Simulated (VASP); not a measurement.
# RbSb4F13 (I4/m) in VASP: electric field gradients with PBE

Aim: the electric field gradients of RbSb4F13 with PBE.

Program: VASP 6.6.1. These are calculated values, not measurements. Logs are shortened: lines on timing, memory, paths and dates and some standing lists are left out, and cuts for length are marked.

## 1. The cell of the first run

Symmetry: I4/m, No. 87, tetragonal system. Conventional cell: a = 9.635 Å, b = 9.635 Å, c = 6.563 Å, α = 90.00°, β = 90.00°, γ = 90.00°. Rb (site symmetry 4/m) has 14 F at 2.92 to 3.68 Å within 3.8 Å. Within 2.6 Å of Sb (site symmetry m) lie 3 F at 1.97 to 2.00 Å. F (site symmetry 4/m) has 4 Sb at 2.67 Å and 8 F at 2.71 Å and 2 Rb at 3.28 Å within 3.5 Å. Within 2.6 Å of F (site symmetry m) lie 1 Sb at 2.00 Å. F (site symmetry 1) has 1 Sb at 1.97 Å within 2.6 Å.

## 2. Electric field gradients, PBE

Contents of INCAR:

```
SYSTEM = RbSb4F13
PREC = Accurate ; ENCUT = 520
EDIFF = 1E-8 ; ISMEAR = 0
SIGMA = 0.01 ; LREAL = Auto
LASPH = .True. ; NELM = 100
ALGO = Normal ; ISIF = 2
LWAVE = .False. ; LCHARG = .False.
GGA = PE ; LEFG = .True.
NBANDS = 75
```

Contents of KPOINTS:

```
regular mesh
0
Gamma
  4 4 4
  0 0 0
```

Contents of POSCAR:

```
RbSb4F13
1.0
   -4.8175000000      4.8175000000      3.2815000000
    4.8175000000     -4.8175000000      3.2815000000
    4.8175000000      4.8175000000     -3.2815000000
Rb Sb F
1 4 13
Direct
    0.5000000000      0.5000000000      0.0000000000
    0.0063141333      0.2771267468      0.2834408801
    0.2771267468      0.9936858667      0.2708126135
    0.9936858667      0.7228732532      0.7165591199
    0.7228732532      0.0063141333      0.7291873865
    0.0000000000      0.0000000000      0.0000000000
    0.5614392778      0.8765557881      0.4379950659
    0.8765557881      0.4385607222      0.3151165103
    0.4385607222      0.1234442119      0.5620049341
    0.1234442119      0.5614392778      0.6848834897
    0.4301501418      0.3345581499      0.3207676869
    0.3345581499      0.0137904630      0.9044080081
    0.0137904630      0.1093824549      0.6792323131
    0.1093824549      0.4301501418      0.0955919919
    0.5698498582      0.6654418501      0.6792323131
    0.6654418501      0.9862095370      0.0955919919
    0.9862095370      0.8906175451      0.3207676869
    0.8906175451      0.5698498582      0.9044080081
```

Potentials or basis: VASP PAW PBE potentials, release 64 (Rb_sv, Sb, F).

The run is started by

```bash
cat potpaw_PBE.64/Rb_sv/POTCAR potpaw_PBE.64/Sb/POTCAR potpaw_PBE.64/F/POTCAR > POTCAR
mpirun -np 1 vasp_std > vasp.out
```

OUTCAR:

```text
SYSTEM = RbSb4F13
   PREC = Accurate
   ENCUT = 520
   EDIFF = 1E-8
   ISMEAR = 0
   LREAL = Auto
   LASPH = .True.
   NELM = 100
   ISIF = 2
   GGA = PE

 ion  position               nearest neighbor table
   1  0.500  0.500  0.000-  13 2.92  14 2.92  17 2.92  18 2.92  11 2.92  15 2.92  12 2.92  16 2.92
                             6 3.28   6 3.28   9 3.68   7 3.68  10 3.68   8 3.68   4 4.23   2 4.23
   2  0.006  0.277  0.283-  16 1.97  14 1.97   8 2.00   6 2.67   3 3.78   5 3.78   1 4.23   1 4.23

   3  0.277  0.994  0.271-  11 1.97  17 1.97   9 2.00   6 2.67   2 3.78   4 3.78   1 4.23   1 4.23

   4  0.994  0.723  0.717-  12 1.97  18 1.97  10 2.00   6 2.67   3 3.78   5 3.78   1 4.23   1 4.23

   5  0.723  0.006  0.729-  13 1.97  15 1.97   7 2.00   6 2.67   2 3.78   4 3.78   1 4.23   1 4.23

   6  0.000  0.000  0.000-   2 2.67   3 2.67   4 2.67   5 2.67   1 3.28   1 3.28
   7  0.561  0.877  0.438-   5 2.00   1 3.68
   8  0.877  0.439  0.315-   2 2.00   1 3.68
   9  0.439  0.123  0.562-   3 2.00   1 3.68
  10  0.123  0.561  0.685-   4 2.00   1 3.68
  11  0.430  0.335  0.321-   3 1.97   1 2.92
  12  0.335  0.014  0.904-   4 1.97   1 2.92
  13  0.014  0.109  0.679-   5 1.97   1 2.92
  14  0.109  0.430  0.096-   2 1.97   1 2.92
  15  0.570  0.665  0.679-   5 1.97   1 2.92
  16  0.665  0.986  0.096-   2 1.97   1 2.92
  17  0.986  0.891  0.321-   3 1.97   1 2.92
  18  0.891  0.570  0.904-   4 1.97   1 2.92

  LATTYP: Found a body centered tetragonal cell.
 ALAT       =     9.6350000000
 C/A-ratio  =     0.6811624286

  Lattice vectors:

 A1 = (  -4.8175000000,   4.8175000000,   3.2815000000)
 A2 = (   4.8175000000,  -4.8175000000,   3.2815000000)
 A3 = (   4.8175000000,   4.8175000000,  -3.2815000000)

Analysis of symmetry for initial positions (statically):
=====================================================================
 Subroutine PRICEL returns:
 Original cell was already a primitive cell.

 Routine SETGRP: Setting up the symmetry group for a
 body centered tetragonal supercell.

 Subroutine GETGRP returns: Found  8 space group operations
 (whereof  8 operations were pure point group operations)
 out of a pool of 16 trial point group operations.

The static configuration has the point symmetry C_4h.

Analysis of symmetry for dynamics (positions and initial velocities):
=====================================================================
 Subroutine PRICEL returns:
 Original cell was already a primitive cell.

 Routine SETGRP: Setting up the symmetry group for a
 body centered tetragonal supercell.

 Subroutine GETGRP returns: Found  8 space group operations
 (whereof  8 operations were pure point group operations)
 out of a pool of 16 trial point group operations.

The dynamic configuration has the point symmetry C_4h.

 Subroutine INISYM returns: Found  8 space group operations
 (whereof  8 operations are pure point group operations),
 and found     1 'primitive' translations

----------------------------------------------------------------------------------------

                                     Primitive cell

  volume of cell :     304.6322

  direct lattice vectors                    reciprocal lattice vectors
    -4.817500000  4.817500000  3.281500000     0.000000000  0.103788272  0.152369343
     4.817500000 -4.817500000  3.281500000     0.103788272  0.000000000  0.152369343
     4.817500000  4.817500000 -3.281500000     0.103788272  0.103788272  0.000000000

  length of vectors
     7.562066831  7.562066831  7.562066831     0.184359492  0.184359492  0.146778782

  position of ions in fractional coordinates (direct lattice)
     0.500000000  0.500000000  0.000000000
     0.006314133  0.277126747  0.283440880
     0.277126747  0.993685867  0.270812613
     0.993685867  0.722873253  0.716559120
     0.722873253  0.006314133  0.729187387
     0.000000000  0.000000000  0.000000000
[... 10 lines left out ...]
     0.986209537  0.890617545  0.320767687
     0.890617545  0.569849858  0.904408008

  ion indices of the primitive-cell ions
   primitive index   ion index
                 1           1
                 2           2
[... 85 lines left out ...]
   POTIM  = 0.5000    time-step for ionic-motion
   TEBEG  =    0.0;   TEEND  =   0.0 temperature during run
   PSTRESS=    0.0 pullay stress
   NELECT =     120.0000    total number of electrons
   NUPDOWN=      -1.0000    fix difference up-down
   EMIN   =  10.00;   EMAX   =-10.00  energy-range for DOS
   EFERMI =   0.00;   METHOD = LEGACY
   ISMEAR =     0;   SIGMA  =   0.01  broadening in eV -4-tet -1-fermi 0-gaus
   EFERMI_NEDOS =   21; number of points for ismear=-14 and -15
   IALGO  =     38    algorithm
   IMIX   =      4    mixing-type and parameters
     AMIX     =   0.40;   BMIX     =  1.00
     AMIX_MAG =   1.60;   BMIX_MAG =  1.00
  volume/ion in A,a.u.               =      16.92       114.21
  Fermi-wavevector in a.u.,A,eV,Ry     =   1.200079  2.267821 19.594981  1.440190
  Thomas-Fermi vector in A             =   2.335925
   LORBIT       =      0    0 simple, 1 ext, 2 COOP (PROOUT), +10 PAW based schemes
   GGA     = PE    functional components
   LHFCALC =     F    Hartree Fock is set to
   AEXX    =    0.0000 exact exchange contribution
   IVDW    =     0    specifies the selected vdW correction
   LEPSILON=     F    determine dielectric tensor
   LRPA    =     F    only Hartree local field effects (RPA)
 non-spin polarized calculation
 Gauss-broadening in eV      SIGMA  =   0.01
  energy-cutoff  :      520.00
  volume of cell :      304.63
 maximum number of plane-waves:      8220
   NGX = 29   NGY = 29   NGZ = 29

 number of electron     119.9999958 magnetization

 Free energy of the ion-electron system (eV)
  ---------------------------------------------------
  ext. energy  EPLUGINS =         0.00000000
  ---------------------------------------------------
  free energy    TOTEN  =       -83.45853797 eV

  energy without entropy =      -83.45853797  energy(sigma->0) =      -83.45853797

 E-fermi :   0.1379     XC(G=0):  -8.8514

 val. band max:        0.0318624935   @ k =   0.2500   0.2500   0.2500
 cond. band min:       4.7590073748   @ k =  -0.2500  -0.2500   0.2500
 fundamental gap:      4.7271448813
 Fermi energy:         0.1379159062

 k-point     1 :       0.0000    0.0000    0.0000
  band No.  band energies     occupation
      1     -22.7497      2.00000
      2     -21.7216      2.00000
      3     -21.5409      2.00000
      4     -21.5098      2.00000
      5     -21.5098      2.00000
      6     -21.1433      2.00000
[... 1039 lines left out ...]
     71       7.3021      0.00000
     72       7.9341      0.00000
 [bands above 72 left out]

------------------------ aborting loop because EDIFF is reached ----------------------------------------

  FORCE on cell =-STRESS in cart. coord.  units (eV):
  Direction    XX          YY          ZZ          XY          YZ          ZX
  --------------------------------------------------------------------------------------
  -------------------------------------------------------------------------------------
  Total        2.8746378      2.8746378      0.9772973      0.0000002     -0.0000000      0.0000000
  in kB       15.1188188     15.1188188      5.1399798      0.0000012     -0.0000000      0.0000000
  external PRESSURE =      11.7925391 kB  Pullay stress =       0.0000000 kB

 VOLUME and BASIS-vectors are now :
 -----------------------------------------------------------------------------
  energy-cutoff  :      520.00
  volume of cell :      304.63
      direct lattice vectors                 reciprocal lattice vectors
    -4.817500000  4.817500000  3.281500000     0.000000000  0.103788272  0.152369343
     4.817500000 -4.817500000  3.281500000     0.103788272  0.000000000  0.152369343
     4.817500000  4.817500000 -3.281500000     0.103788272  0.103788272  0.000000000

 POSITION                                       TOTAL-FORCE (eV/Angst)
 -----------------------------------------------------------------------------------
      0.00000      0.00000      3.28150        -0.000000      0.000000      0.000000
      2.67012      0.06084      0.00000         0.003217     -0.013728      0.000000
      4.75666     -2.14738      3.28150         0.013728      0.003217      0.000000
      2.14738      4.75666      3.28150        -0.003217      0.013728      0.000000
      0.06084      6.96488      0.00000        -0.013728     -0.003217      0.000000
      0.00000      0.00000      0.00000        -0.000000      0.000000      0.000000
[... 10 lines left out ...]
      1.08478      2.00581      5.10621        -0.000777     -0.000045      0.020247
      2.81169      5.90228      1.82471         0.000045     -0.000777      0.020247
 -----------------------------------------------------------------------------------
    total drift:                               -0.000000     -0.000000      0.000000

  FREE ENERGIE OF THE ION-ELECTRON SYSTEM (eV)
  ---------------------------------------------------
  free  energy   TOTEN  =       -83.4585379715 eV

  energy  without entropy=      -83.4585379715  energy(sigma->0) =      -83.45853797

 Electric field gradients (V/A^2)
---------------------------------------------------------------------
 ion       V_xx      V_yy      V_zz      V_xy      V_xz      V_yz
---------------------------------------------------------------------
   1       9.611     9.611   -19.221     0.000     0.000     0.000
   2     175.684  -300.350   124.666   -17.678     0.000     0.001
   3    -300.350   175.684   124.666    17.679     0.000     0.000
   4     175.684  -300.350   124.666   -17.678     0.000     0.001
   5    -300.350   175.684   124.666    17.679     0.000     0.000
   6      38.528    38.528   -77.055    -0.011    -0.010    -0.010
[... 10 lines left out ...]
  17      -2.426   -42.109    44.535   -45.978   -73.302    35.912
  18     -42.105    -2.422    44.527    45.966   -35.918   -73.303
---------------------------------------------------------------------

 Electric field gradients after diagonalization (V/A^2)
 (convention: |V_zz| > |V_xx| > |V_yy|)
----------------------------------------------------------------------
 ion       V_xx      V_yy      V_zz     asymmetry (V_yy - V_xx)/ V_zz
----------------------------------------------------------------------
   1       9.611     9.611   -19.221       0.000
   2     176.340   124.666  -301.006       0.172
   3     176.340   124.666  -301.006       0.172
   4     176.340   124.666  -301.006       0.172
   5     176.340   124.666  -301.006       0.172
   6      38.539    38.517   -77.055       0.000
[... 10 lines left out ...]
  17     -74.277   -43.610   117.887       0.260
  18     -74.260   -43.623   117.883       0.260
----------------------------------------------------------------------

           NMR quadrupolar parameters

 Cq : quadrupolar parameter    Cq=e*Q*V_zz/h
 eta: asymmetry parameters     (V_yy - V_xx)/ V_zz
 Q  : nuclear electric quadrupole moment in mb (millibarn)
----------------------------------------------------------------------
 ion       Cq(MHz)       eta       Q (mb)
----------------------------------------------------------------------
   1      -0.046       0.000       1.000
   2      -0.728       0.172       1.000
   3      -0.728       0.172       1.000
   4      -0.728       0.172       1.000
   5      -0.728       0.172       1.000
   6      -0.186       0.000       1.000
[... 10 lines left out ...]
  17       0.285       0.260       1.000
  18       0.285       0.260       1.000
----------------------------------------------------------------------
```

It took 8.1 min on 1 thread of Intel Xeon Platinum 8488C (Sapphire Rapids), shared host; peak memory 0.52 GiB.

What came out:

* Free energy: -83.4585 eV
* Pressure: 1.2 GPa
* Largest force: 0.039 eV/Å
* Band gap on the k mesh: 4.73 eV, indirect (least direct gap 4.77 eV)

Forces in eV/Å, atoms in the order of the input:
```
Rb   0.000  0.000  0.000
Sb   0.003 -0.014  0.000
Sb   0.014  0.003  0.000
Sb  -0.003  0.014  0.000
Sb  -0.014 -0.003  0.000
F    0.000  0.000  0.000
F    0.028  0.027  0.000
F   -0.027  0.028  0.000
F   -0.028 -0.027  0.000
F    0.027 -0.028  0.000
F   -0.001  0.000 -0.020
F    0.000 -0.001 -0.020
F    0.001  0.000 -0.020
F    0.000  0.001 -0.020
F    0.001  0.000  0.020
F    0.000  0.001  0.020
F   -0.001  0.000  0.020
F    0.000 -0.001  0.020
```

Electric field gradients, principal values (V/Å²):
| atom | least | middle | greatest (by size) |
| --- | --- | --- | --- |
| 1 Rb | 9.611 | 9.611 | -19.221 |
| 2 Sb | 124.666 | 176.340 | -301.006 |
| 3 Sb | 124.666 | 176.340 | -301.006 |
| 4 Sb | 124.666 | 176.340 | -301.006 |
| 5 Sb | 124.666 | 176.340 | -301.006 |
| 6 F | 38.517 | 38.539 | -77.055 |
| 7 F | -41.202 | -65.687 | 106.889 |
| 8 F | -41.204 | -65.700 | 106.904 |
| 9 F | -41.202 | -65.687 | 106.889 |
| 10 F | -41.204 | -65.700 | 106.904 |
| 11 F | -43.611 | -74.274 | 117.885 |
| 12 F | -43.620 | -74.268 | 117.888 |
| 13 F | -43.610 | -74.277 | 117.887 |
| 14 F | -43.623 | -74.260 | 117.883 |
| 15 F | -43.611 | -74.274 | 117.885 |
| 16 F | -43.620 | -74.268 | 117.888 |
| 17 F | -43.610 | -74.277 | 117.887 |
| 18 F | -43.623 | -74.260 | 117.883 |

Caveat: without QUAD_EFG the Cq values of the log hold for a quadrupole moment of 1 mb, not for the nuclei; spin-orbit coupling is left out, which moves the levels of the heavy elements.
